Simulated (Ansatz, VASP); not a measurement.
**One calculation of B, two programs**

INCAR

```
SYSTEM = B
PREC     = Accurate       ! precision mode
ENCUT    = 520            ! plane-wave cutoff, eV
EDIFF    = 1E-6           ! SCF threshold, eV
ISMEAR   = -1             ! smearing method
SIGMA    = 0.1            ! smearing width, eV
LREAL    = .FALSE.        ! projectors in reciprocal space
LASPH    = .TRUE.         ! aspherical terms in the spheres
NELM     = 150            ! most SCF steps
ALGO     = Normal         ! electronic algorithm
ISIF     = 2              ! what is computed and relaxed
LWAVE    = .FALSE.        ! write WAVECAR
LCHARG   = .FALSE.        ! write CHGCAR
MAGMOM   = 0 0 0          ! initial moments
LORBIT   = 11             ! projections on sites
LSORBIT  = .TRUE.         ! spin-orbit coupling
GGA_COMPAT= .FALSE.      
LORBMOM  = .TRUE.       
GGA      = PE             ! functional
NBANDS   = 14             ! bands
```

File KPOINTS:

```
Automatic mesh
0
G
  16 16 16
  0 0 0
```

File POSCAR:

```
B
1.0
    1.8839499199      0.0000000000      0.0000000000
    0.0000000000      1.8839499199      0.0000000000
    0.0000000000      0.0000000000      1.8839499199
B
1
Direct
    0.0000000000      0.0000000000      0.0000000000
```

Input for Ansatz:

```yaml
crystal:
  lattice:
    - [1.8839499199, 0.0, 0.0]
    - [0.0, 1.8839499199, 0.0]
    - [0.0, 0.0, 1.8839499199]
  atoms:
    - { symbol: B, position: [0.0, 0.0, 0.0] }
hamiltonian:
  xc: pbe
  pseudopotentials:
    kind: paw_fr
    azcp:
      B: "pseudopotentials/B.paw.azcp"
basis:
  ecutwfc: 420
  fft_grid_basis: typed
kpoints:
  mp_grid: { grid: [16, 16, 16], shift: [0, 0, 0] }
magnetization:
  noncollinear: true
  spin_orbit: true
scf:
  occupations: { method: fermi_dirac, width: 0.1 }
```

Alike in both runs: task single point; functional PBE; k mesh 16 × 16 × 16; occupations fermi-dirac, width 0.1 eV; non-collinear spin, spin-orbit coupling.

|  | VASP | Ansatz |
| --- | --- | --- |
| version | VASP 6.6.1 | Ansatz 0.2.0 |
| potentials or method | VASP PAW PBE potentials, release 64 (B), cutoff 520 eV | plane waves (420 eV) with PAW, fully relativistic with spin-orbit coupling |
| valence electrons in the cell | 3 | 3 |

|  | VASP | Ansatz | Ansatz less VASP |
| --- | --- | --- | --- |
| net moment per atom (μB) | 0.00 | 0.00 | 0.000 |
